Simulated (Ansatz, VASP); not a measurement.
# Two plane-wave programs on Sn3GeSe

```
CELL_PARAMETERS angstrom
5.53862 0.00000 0.00000
0.00000 5.53862 0.00000
0.00000 0.00000 5.53862
ATOMIC_POSITIONS crystal
Sn 0.50000 0.50000 0.00000
Sn 0.00000 0.50000 0.50000
Sn 0.50000 0.00000 0.50000
Ge 0.00000 0.00000 0.00000
Se 0.50000 0.50000 0.50000
```

Change from the starting cell: species swapped into the Pr3InN type (Pm-3m, No. 221).

Alike in both runs: functional PBE; k mesh 4 × 4 × 4; occupations gaussian, width 0.1 eV; no spin polarisation.

Ansatz relaxed the structure, and its values are those at the end. VASP's run is a single point on that final structure, the one shown.

|  | VASP | Ansatz |
| --- | --- | --- |
| version | VASP 6.6.1 | Ansatz 0.2.0 |
| potentials or method | VASP PAW PBE potentials, release 64 (Sn_d, Ge_d, Se), cutoff 520 eV | scalar-relativistic, plane waves, PAW |
| valence electrons in the cell | 62 | 72 |

```tsv
	VASP	Ansatz	Ansatz less VASP
gap on the k mesh at the Fermi level (eV)	none	none	-
pressure (GPa)	0.0	0.0	+0.01
```

A gap of «none» marks a metal or a gap that the smearing closes. VASP's potentials hold 62 valence electrons a cell and Ansatz's 72, so a difference there can come from the potentials and not from the codes.
